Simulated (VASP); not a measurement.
# SnSe (zincblende type) (F-43m) in VASP: further runs, part 2 of 2

VASP 6.6.1.

## (5) Single point, LDA

This run uses another cell than the first one, of 35.59 Å³/atom, 1.136 times its volume.

File INCAR:

```
SYSTEM = SnSe
ALGO = Normal
EDIFF = 1E-6
ENCUT = 520
GGA = CA
ISIF = 2
ISMEAR = -1
LASPH = .TRUE.
LCHARG = .FALSE.
LREAL = .FALSE.
LWAVE = .FALSE.
NBANDS = 17
NELM = 80
PREC = Accurate
SIGMA = 0.08
```

File KPOINTS:

```
k-points
0
G
  11 11 11
  0 0 0
```

File POSCAR:

```
SnSe
1.0
    0.0000000000      3.2894618113      3.2894618113
    3.2894618113      0.0000000000      3.2894618113
    3.2894618113      3.2894618113      0.0000000000
Sn Se
1 1
Direct
    0.0000000000      0.0000000000      0.0000000000
    0.2500000000      0.2500000000      0.2500000000
```

Potentials or basis: VASP PAW LDA potentials, release 64 (Sn_d, Se).

The run is started by

```console
$ cat potpaw_LDA.64/Sn_d/POTCAR potpaw_LDA.64/Se/POTCAR > POTCAR
$ mpirun -np 1 vasp_std > vasp.out
```

OUTCAR:

```text
SYSTEM = SnSe
   EDIFF = 1E-6
   ENCUT = 520
   GGA = CA
   ISIF = 2
   ISMEAR = -1
   LASPH = .TRUE.
   LREAL = .FALSE.
   NELM = 80
   PREC = Accurate

 ion  position               nearest neighbor table
   1  0.000  0.000  0.000-   2 2.85   2 2.85   2 2.85   2 2.85
   2  0.250  0.250  0.250-   1 2.85   1 2.85   1 2.85   1 2.85

  LATTYP: Found a face centered cubic cell.
 ALAT       =     6.5789236226

  Lattice vectors:

 A1 = (   0.0000000000,   3.2894618113,   3.2894618113)
 A2 = (   3.2894618113,   0.0000000000,   3.2894618113)
 A3 = (   3.2894618113,   3.2894618113,   0.0000000000)

Analysis of symmetry for initial positions (statically):
=====================================================================
 Subroutine PRICEL returns:
 Original cell was already a primitive cell.

 Routine SETGRP: Setting up the symmetry group for a
 face centered cubic supercell.

 Subroutine GETGRP returns: Found 24 space group operations
 (whereof 24 operations were pure point group operations)
 out of a pool of 48 trial point group operations.

The static configuration has the point symmetry T_d .

Analysis of symmetry for dynamics (positions and initial velocities):
=====================================================================
 Subroutine PRICEL returns:
 Original cell was already a primitive cell.

 Routine SETGRP: Setting up the symmetry group for a
 face centered cubic supercell.

 Subroutine GETGRP returns: Found 24 space group operations
 (whereof 24 operations were pure point group operations)
 out of a pool of 48 trial point group operations.

The dynamic configuration has the point symmetry T_d .

 Subroutine INISYM returns: Found 24 space group operations
 (whereof 24 operations are pure point group operations),
 and found     1 'primitive' translations

----------------------------------------------------------------------------------------

                                     Primitive cell

  volume of cell :      71.1876
[... 101 lines left out ...]
   NUPDOWN=      -1.0000    fix difference up-down
   EMIN   =  10.00;   EMAX   =-10.00  energy-range for DOS
   EFERMI =   0.00;   METHOD = LEGACY
   ISMEAR =    -1;   SIGMA  =   0.08  broadening in eV -4-tet -1-fermi 0-gaus
   EFERMI_NEDOS =   21; number of points for ismear=-14 and -15
   IALGO  =     38    algorithm
   IMIX   =      4    mixing-type and parameters
     AMIX     =   0.40;   BMIX     =  1.00
     AMIX_MAG =   1.60;   BMIX_MAG =  1.00
  volume/ion in A,a.u.               =      35.59       240.20
  Fermi-wavevector in a.u.,A,eV,Ry     =   1.072219  2.026199 15.641973  1.149653
  Thomas-Fermi vector in A             =   2.207982
   LORBIT       =      0    0 simple, 1 ext, 2 COOP (PROOUT), +10 PAW based schemes
   GGA     = CA    functional components
   LHFCALC =     F    Hartree Fock is set to
   AEXX    =    0.0000 exact exchange contribution
   IVDW    =     0    specifies the selected vdW correction
   LEPSILON=     F    determine dielectric tensor
   LRPA    =     F    only Hartree local field effects (RPA)
 non-spin polarized calculation
  energy-cutoff  :      520.00
  volume of cell :       71.19
 maximum number of plane-waves:      1936
   NGX = 17   NGY = 17   NGZ = 17

 number of electron      19.9999991 magnetization

 Free energy of the ion-electron system (eV)
  ---------------------------------------------------
  ext. energy  EPLUGINS =         0.00000000
  ---------------------------------------------------
  free energy    TOTEN  =        -8.78032605 eV

  energy without entropy =       -8.76755212  energy(sigma->0) =       -8.77393908

 E-fermi :   3.3350     XC(G=0):  -8.5025

 val. band max:        3.3259497828   @ k =  -0.4545   0.4545   0.0000
 cond. band min:       3.3750621304   @ k =  -0.2727   0.4545   0.1818
 fundamental gap:      0.0491123476
 Fermi energy:         3.3349526921

 k-point     1 :       0.0000    0.0000    0.0000
  band No.  band energies     occupation
      1     -18.3123      2.00000
      2     -18.3123      2.00000
      3     -18.3123      2.00000
      4     -18.2909      2.00000
      5     -18.2909      2.00000
      6     -10.3136      2.00000
[... 457 lines left out ...]
      4     -18.2911      2.00000
      5     -18.2902      2.00000
      6      -9.9730      2.00000
[... 9 lines left out ...]
     16      10.4054      0.00000
     17      12.6431      0.00000

 [... further k-points ...]
[... 5 lines left out ...]
  --------------------------------------------------------------------------------------
  -------------------------------------------------------------------------------------
  Total        0.0070628      0.0070628      0.0070628     -0.0000000      0.0000000     -0.0000000
  in kB        0.1589575      0.1589575      0.1589575     -0.0000000      0.0000000     -0.0000000
  external PRESSURE =       0.1589575 kB  Pullay stress =       0.0000000 kB

 VOLUME and BASIS-vectors are now :
 -----------------------------------------------------------------------------
  energy-cutoff  :      520.00
  volume of cell :       71.19
      direct lattice vectors                 reciprocal lattice vectors
     0.000000000  3.289461811  3.289461811    -0.152000549  0.152000549  0.152000549
     3.289461811  0.000000000  3.289461811     0.152000549 -0.152000549  0.152000549
     3.289461811  3.289461811  0.000000000     0.152000549  0.152000549 -0.152000549

 POSITION                                       TOTAL-FORCE (eV/Angst)
 -----------------------------------------------------------------------------------
      0.00000      0.00000      0.00000        -0.000000     -0.000000     -0.000000
      1.64473      1.64473      1.64473         0.000000      0.000000      0.000000
 -----------------------------------------------------------------------------------
    total drift:                               -0.000000     -0.000000     -0.000000

  FREE ENERGIE OF THE ION-ELECTRON SYSTEM (eV)
  ---------------------------------------------------
  free  energy   TOTEN  =        -8.7803260498 eV

  energy  without entropy=       -8.7675521154  energy(sigma->0) =       -8.77393908
```

OSZICAR:

```text
N       E                     dE             d eps       ncg     rms          rms(c)
DAV:   1     0.133061814345E+03    0.13306E+03   -0.96053E+03  1913   0.131E+03
DAV:   2     0.535807271505E+01   -0.12770E+03   -0.12429E+03  2050   0.326E+02
DAV:   3    -0.865483659219E+01   -0.14013E+02   -0.13886E+02  2310   0.979E+01
DAV:   4    -0.905949305498E+01   -0.40466E+00   -0.40435E+00  2235   0.183E+01
DAV:   5    -0.907184262904E+01   -0.12350E-01   -0.12349E-01  2735   0.309E+00    0.377E+00
DAV:   6    -0.879263113595E+01    0.27921E+00   -0.76844E-01  2804   0.431E+00    0.244E+00
DAV:   7    -0.878404383249E+01    0.85873E-02   -0.74020E-02  2035   0.118E+00    0.114E+00
DAV:   8    -0.878057825179E+01    0.34656E-02   -0.78737E-03  2352   0.748E-01    0.137E-01
DAV:   9    -0.878028335753E+01    0.29489E-03   -0.19194E-03  2523   0.285E-01    0.624E-02
DAV:  10    -0.878032107258E+01   -0.37715E-04   -0.17312E-04  2024   0.882E-02    0.148E-02
DAV:  11    -0.878032598402E+01   -0.49114E-05   -0.17770E-05  2211   0.266E-02    0.738E-03
DAV:  12    -0.878032604981E+01   -0.65792E-07   -0.27018E-06  2320   0.221E-02
   1 F= -.87803260E+01 E0= -.87739391E+01  d E =-.127739E-01
```

Wall time 43 s (1 thread of Intel Xeon 6975P-C, shared host); peak memory 0.21 GiB.

Results:

| Property | Result |
| --- | --- |
| Free energy | -8.7803 eV |
| Pressure | 0.0 GPa |
| Band gap on the k mesh | zero (band 10 reaches 3.38 eV, above the bottom of band 11 at 3.15 eV) |

Levels at points of the mesh, in eV from the Fermi level:
| k point | band 7 | band 8 | band 9 | band 10 | band 11 | band 12 | band 13 | band 14 |
| --- | --- | --- | --- | --- | --- | --- | --- | --- |
| (0.00, 0.00, 0.00) | -5.24 | -2.44 | -2.44 | -2.44 | 1.43 | 1.43 | 1.43 | 4.68 |

Caveat: spin-orbit coupling is left out, which moves the levels of the heavy elements.

## (6) Overview

```csv
cell,gap on the mesh (eV),pressure (GPa)
"a = 4.458 Å, angles 60.0°, 2 atoms",none,5.5
"a = 4.557 Å, angles 60.0°, 2 atoms",none,2.4
"a = 4.652 Å, angles 60.0°, 2 atoms",none,0.0
```

Alike in all rows: task single point; level LDA; potentials or basis VASP PAW LDA potentials, release 64 (Sn_d, Se); no spin polarisation; k mesh 11 × 11 × 11; cutoff (eV) 520; smearing fermi-dirac 0.08 eV.

Caveats: spin-orbit coupling is left out, which moves the levels of the heavy elements.

Total energies depend on the potentials used, so only differences within one code and one set of settings carry meaning.
